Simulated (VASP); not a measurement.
# Pd in VASP: a series of runs

The runs below take Pd through single point, with PBE.

Program: VASP 6.6.1. These are calculated values, not measurements. Logs are shortened: lines on timing, memory, paths and dates and some standing lists are left out, and cuts for length are marked.

## Step 1: The cell of the first run

The structure is tetragonal, space group I4/mmm (No. 139). The conventional cell has a = 2.792 Å, b = 2.792 Å, c = 3.935 Å, α = 90.00°, β = 90.00°, γ = 90.00°. Within 3.7 Å of Pd (site symmetry 4/mmm) lie 12 Pd at 2.79 Å.

## Step 2: Single point, PBE, collinear spin, antiferromagnetic start

Input file INCAR:

```
SYSTEM = Pd
PREC = Accurate ; ENCUT = 500
EDIFF = 1E-6 ; ISMEAR = -1
SIGMA = 0.1 ; LREAL = .FALSE.
LASPH = .TRUE. ; NELM = 200
ALGO = Normal ; ISIF = 2
LWAVE = .FALSE. ; LCHARG = .FALSE.
ISPIN = 2 ; MAGMOM = 0.5 -0.5
LORBIT = 11 ; LMAXMIX = 4
GGA = PE ; NBANDS = 21
GGA_COMPAT = .FALSE.
```

Input file KPOINTS:

```
regular mesh
0
G
  6 6 4
  0 0 0
```

Input file POSCAR:

```
Pd
1.0
    2.7920506507      0.0000000000      0.0000000000
    0.0000000000      2.7920506507      0.0000000000
    0.0000000000      0.0000000000      3.9345300704
Pd
2
Direct
    1.0000000000      1.0000000000      0.0000000000
    0.5000000000      0.5000000000      0.5000000000
```

Potentials or basis: VASP PAW PBE potentials, release 64 (Pd).

The run is started by

```bash
> cat potpaw_PBE.64/Pd/POTCAR > POTCAR
> mpirun -np 1 vasp_std > vasp.out
```

OUTCAR:

```text
SYSTEM = Pd
   PREC = Accurate
   ENCUT = 500
   EDIFF = 1E-6
   ISMEAR = -1
   LREAL = .FALSE.
   LASPH = .TRUE.
   NELM = 200
   ISIF = 2
   ISPIN = 2
   LORBIT = 11
   GGA = PE

 ion  position               nearest neighbor table
   1  0.000  0.000  0.000-   2 2.79   2 2.79   2 2.79   2 2.79   2 2.79   2 2.79   2 2.79   2 2.79

   2  0.500  0.500  0.500-   1 2.79   1 2.79   1 2.79   1 2.79   1 2.79   1 2.79   1 2.79   1 2.79

  LATTYP: Found a simple tetragonal cell.
 ALAT       =     2.7920506507
 C/A-ratio  =     1.4091900766

  Lattice vectors:

 A1 = (   2.7920506507,   0.0000000000,   0.0000000000)
 A2 = (   0.0000000000,   2.7920506507,   0.0000000000)
 A3 = (   0.0000000000,   0.0000000000,   3.9345300704)

Analysis of symmetry for initial positions (statically):
=====================================================================
 Subroutine PRICEL returns following result:

  LATTYP: Found a body centered tetragonal cell.
 ALAT       =     2.7920506507
 C/A-ratio  =     1.4091900766
[... 12 lines left out ...]
 Subroutine GETGRP returns: Found 16 space group operations
 (whereof 16 operations were pure point group operations)
 out of a pool of 16 trial point group operations.

The static configuration has the point symmetry D_4h.

Analysis of symmetry for dynamics (positions and initial velocities):
=====================================================================
 Subroutine PRICEL returns following result:

  LATTYP: Found a body centered tetragonal cell.
 ALAT       =     2.7920506507
 C/A-ratio  =     1.4091900766
[... 12 lines left out ...]
 Subroutine GETGRP returns: Found 16 space group operations
 (whereof 16 operations were pure point group operations)
 out of a pool of 16 trial point group operations.

The dynamic configuration has the point symmetry D_4h.

Analysis of structural, dynamic, and magnetic symmetry:
=====================================================================
 Subroutine PRICEL returns following result:

  LATTYP: Found a body centered tetragonal cell.
 ALAT       =     2.7920506507
 C/A-ratio  =     1.4091900766
[... 12 lines left out ...]
 Subroutine GETGRP returns: Found 16 space group operations
 (whereof 16 operations were pure point group operations)
 out of a pool of 16 trial point group operations.

The overall configuration has the point symmetry D_4h.

 Subroutine INISYM returns: Found 16 space group operations
 (whereof 16 operations are pure point group operations),
 and found     2 'primitive' translations

----------------------------------------------------------------------------------------

[... 108 lines left out ...]
   IMIX   =      4    mixing-type and parameters
     AMIX     =   0.40;   BMIX     =  1.00
     AMIX_MAG =   1.60;   BMIX_MAG =  1.00
  volume/ion in A,a.u.               =      15.34       103.49
  Fermi-wavevector in a.u.,A,eV,Ry     =   1.419619  2.682690 27.420052  2.015317
  Thomas-Fermi vector in A             =   2.540620
   LORBIT       =     11    0 simple, 1 ext, 2 COOP (PROOUT), +10 PAW based schemes
   GGA     = PE    functional components
   LHFCALC =     F    Hartree Fock is set to
   AEXX    =    0.0000 exact exchange contribution
   IVDW    =     0    specifies the selected vdW correction
   LEPSILON=     F    determine dielectric tensor
   LRPA    =     F    only Hartree local field effects (RPA)
 spin polarized calculation
  energy-cutoff  :      500.00
  volume of cell :       30.67
 maximum number of plane-waves:       794
   NGX = 11   NGY = 11   NGZ = 15

 number of electron      20.0000006 magnetization       0.0000000

 number of electron      20.0000006 magnetization      -0.0000000

 Free energy of the ion-electron system (eV)
  ---------------------------------------------------
  ext. energy  EPLUGINS =         0.00000000
  ---------------------------------------------------
  free energy    TOTEN  =       -10.49933440 eV

  energy without entropy =      -10.36432572  energy(sigma->0) =      -10.43183006

 E-fermi :   9.1469     XC(G=0): -12.9454

 val. band max:        9.1118728488   @ k =   0.5000   0.3333   0.0000
 cond. band min:       9.1757799808   @ k =   0.5000   0.3333   0.2500
 fundamental gap:      0.0639071319
 Fermi energy:         9.1469389272

 spin component 1

 k-point     1 :       0.0000    0.0000    0.0000
  band No.  band energies     occupation
      1       2.2973      1.00000
      2       4.0626      1.00000
      3       4.3400      1.00000
      4       6.4480      1.00000
      5       6.4480      1.00000
      6       6.4911      1.00000
[... 565 lines left out ...]
     20      29.9035      0.00000
     21      35.8122      0.00000

 [... further k-points ...]

 spin component 2

 k-point     1 :       0.0000    0.0000    0.0000
  band No.  band energies     occupation
      1       2.2973      1.00000
      2       4.0626      1.00000
      3       4.3400      1.00000
      4       6.4480      1.00000
      5       6.4480      1.00000
      6       6.4911      1.00000
[... 565 lines left out ...]
     20      29.9035      0.00000
     21      35.8156      0.00000

 [... further k-points ...]
[... 5 lines left out ...]
  --------------------------------------------------------------------------------------
  -------------------------------------------------------------------------------------
  Total        0.0539116      0.0539116     -0.1538798      0.0000000      0.0000000     -0.0000000
  in kB        2.8161350      2.8161350     -8.0380880      0.0000000      0.0000000     -0.0000000
  external PRESSURE =      -0.8019394 kB  Pullay stress =       0.0000000 kB

 VOLUME and BASIS-vectors are now :
 -----------------------------------------------------------------------------
  energy-cutoff  :      500.00
  volume of cell :       30.67
      direct lattice vectors                 reciprocal lattice vectors
     2.792050651  0.000000000  0.000000000     0.358159692  0.000000000  0.000000000
     0.000000000  2.792050651  0.000000000     0.000000000  0.358159692  0.000000000
     0.000000000  0.000000000  3.934530070     0.000000000  0.000000000  0.254159959

 POSITION                                       TOTAL-FORCE (eV/Angst)
 -----------------------------------------------------------------------------------
      0.00000      0.00000      0.00000         0.000000      0.000000      0.000000
      1.39603      1.39603      1.96727        -0.000000     -0.000000     -0.000000
 -----------------------------------------------------------------------------------
    total drift:                               -0.000000      0.000000      0.000000

  FREE ENERGIE OF THE ION-ELECTRON SYSTEM (eV)
  ---------------------------------------------------
  free  energy   TOTEN  =       -10.4993343984 eV

  energy  without entropy=      -10.3643257244  energy(sigma->0) =      -10.43183006

 total charge

# of ion       s       p       d       tot
------------------------------------------
    1        0.476   0.439   8.446   9.361
    2        0.476   0.439   8.446   9.361
--------------------------------------------------
tot          0.952   0.878  16.891  18.721

 magnetization (x)

# of ion       s       p       d       tot
------------------------------------------
    1        0.000  -0.000   0.000   0.000
    2       -0.000   0.000  -0.000  -0.000
--------------------------------------------------
tot          0.000   0.000   0.000   0.000
```

OSZICAR:

```text
N       E                     dE             d eps       ncg     rms          rms(c)
DAV:   1     0.114223312768E+03    0.11422E+03   -0.92953E+03  2520   0.880E+02
DAV:   2    -0.827438705338E+01   -0.12250E+03   -0.11419E+03  2850   0.225E+02
DAV:   3    -0.109829092868E+02   -0.27085E+01   -0.26827E+01  2916   0.352E+01
DAV:   4    -0.110023957868E+02   -0.19486E-01   -0.19483E-01  2988   0.308E+00
DAV:   5    -0.110027118739E+02   -0.31609E-03   -0.31608E-03  3145   0.398E-01    0.101E+01
DAV:   6    -0.105205469456E+02    0.48216E+00   -0.87986E-01  3045   0.916E+00    0.483E+00
DAV:   7    -0.105055672748E+02    0.14980E-01   -0.20083E-02  3040   0.106E+00    0.251E+00
DAV:   8    -0.104999089024E+02    0.56584E-02   -0.25197E-03  3040   0.352E-01    0.678E-01
DAV:   9    -0.104993058763E+02    0.60303E-03   -0.27625E-04  2995   0.106E-01    0.548E-02
DAV:  10    -0.104993289683E+02   -0.23092E-04   -0.21980E-05  3031   0.603E-02    0.191E-02
DAV:  11    -0.104993333421E+02   -0.43738E-05   -0.56508E-06  3094   0.164E-02    0.993E-03
DAV:  12    -0.104993343745E+02   -0.10324E-05   -0.35897E-07  1915   0.496E-03    0.606E-03
DAV:  13    -0.104993343984E+02   -0.23900E-07   -0.16750E-07  1895   0.341E-03
   1 F= -.10499334E+02 E0= -.10431830E+02  d E =-.135009E+00  mag=    -0.0000
```

stdout:

```text
POSCAR found type information on POSCAR Pd
 POSCAR found :  1 types and       2 ions
 scaLAPACK will be used
 LDA part: xc-table for (Slater+PW92), standard interpolation
 POSCAR, INCAR and KPOINTS ok, starting setup
 FFT: planning ... GRIDC
 FFT: planning ... GRID_SOFT
 FFT: planning ... GRID
 WAVECAR not read
 entering main loop
```

Run time: 39 s. Hardware: 1 thread of AMD EPYC 7R13, shared host; peak memory 0.13 GiB.

Results:

| Property | Result |
| --- | --- |
| Free energy | -10.4993 eV |
| Pressure | -0.1 GPa |
| Band gap on the k mesh | zero (filled and empty bands overlap) |
| Net moment | 0.00 μB per cell |
| Valence electrons inside the program's atomic spheres | Pd 9.36 |

Caveat: the k points lie up to 0.40 Å⁻¹ apart.

## Step 3: Single point, PBE

This run uses another cell than the first one: it holds 1 atom, not 2.

Input file INCAR:

```
SYSTEM = Pd
ALGO = Normal
EDIFF = 1E-6
ENCUT = 520
GGA = PE
ISIF = 2
ISMEAR = -1
LASPH = .True.
LCHARG = .True.
LELF = .True.
LREAL = .False.
LVHAR = .True.
LWAVE = .False.
NBANDS = 11
NELM = 100
PREC = Accurate
SIGMA = 0.1
```

Input file KPOINTS:

```
k-points
0
Gamma
  15 15 15
  0 0 0
```

Input file POSCAR:

```
Pd
1.0
    0.0000000000      1.9734737307      1.9734737307
    1.9734737307      0.0000000000      1.9734737307
    1.9734737307      1.9734737307      0.0000000000
Pd
1
Direct
    0.0000000000      0.0000000000      0.0000000000
```

Potentials or basis: VASP PAW PBE potentials, release 64 (Pd).

The run is started by

```bash
> cat potpaw_PBE.64/Pd/POTCAR > POTCAR
> mpirun -np 1 vasp_std > vasp.out
```

It took 19 s on 1 thread of Intel Xeon 8259CL, shared host; peak memory 0.15 GiB.

Results (log left out):

```
Free energy            : -5.2567 eV
Pressure               : -0.6 GPa
Band gap on the k mesh : zero (band 5 reaches 9.33 eV, above the bottom of band 6 at 7.88 eV)
```

Levels at points of the mesh, in eV from the Fermi level:
```csv
k point,band 2,band 3,band 4,band 5,band 6,band 7,band 8,band 9
"(0.00, 0.00, 0.00)",-2.68,-2.68,-2.68,-1.17,-1.17,17.15,21.69,21.69
```
